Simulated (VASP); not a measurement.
Here is a VASP 6.6.1 calculation.

Contents of POSCAR:

```
NiO
1.0
    0.0000000000      2.0942116207      2.0942116207
    2.0942116207      0.0000000000      2.0942116207
    2.0942116207      2.0942116207      0.0000000000
Ni O
1 1
Direct
    0.0000000000      0.0000000000      0.0000000000
    0.5000000000      0.5000000000      0.5000000000
```

File INCAR.step1:

```
SYSTEM = NiO
PREC = Accurate ; ENCUT = 660
ISMEAR = 0 ; SIGMA = 0.02
LREAL = .False. ; LASPH = .True.
NELM = 200 ; ISPIN = 2
MAGMOM = 1.84 0.31 ; LMAXMIX = 4
NBANDS = 23 ; GGA = PE
ALGO = Normal ; EDIFF = 1E-5
LWAVE = .True. ; LCHARG = .False.
GGA_COMPAT = .False.
```

File INCAR.step2:

```
SYSTEM = NiO
PREC = Accurate ; ENCUT = 660
EDIFF = 1E-6 ; ISMEAR = 0
SIGMA = 0.02 ; LREAL = .False.
LASPH = .True. ; NELM = 200
ALGO = Normal ; ISIF = 2
LWAVE = .False. ; LCHARG = .True.
ISPIN = 2 ; MAGMOM = 1.84 0.31
LORBIT = 11 ; LMAXMIX = 4
METAGGA = R2SCAN ; LMIXTAU = .True.
LELF = .True. ; LVHAR = .True.
NBANDS = 23 ; ISTART = 1
GGA_COMPAT = .False.
```

KPOINTS

```
Automatic mesh
0
Gamma
  12 12 12
  0 0 0
```

Potentials or basis: VASP PAW PBE potentials, release 64 (Ni_sv_GW, O).

The run is started by

```sh
$ cat potpaw_PBE.64/Ni_sv_GW/POTCAR potpaw_PBE.64/O/POTCAR > POTCAR
$ cp INCAR.step1 INCAR
$ mpirun -np 1 vasp_std > vasp.out
$ cp INCAR.step2 INCAR
$ mpirun -np 1 vasp_std > vasp.out
```

**Question.** What does it give for the pressure?

**Answer.** -1.8 GPa.

**Question.** Predict the net moment.

**Answer.** 2.00 μB per cell.

**Question.** Predict the band gap on the k mesh.

**Answer.** 0.85 eV, indirect (least direct gap 1.86 eV).

Caveat: the PAW data sets were made with another functional, which shifts forces and pressure a little; a cell with one magnetic atom can't hold antiferromagnetic order, which such compounds often take. A k mesh can miss the band edges.
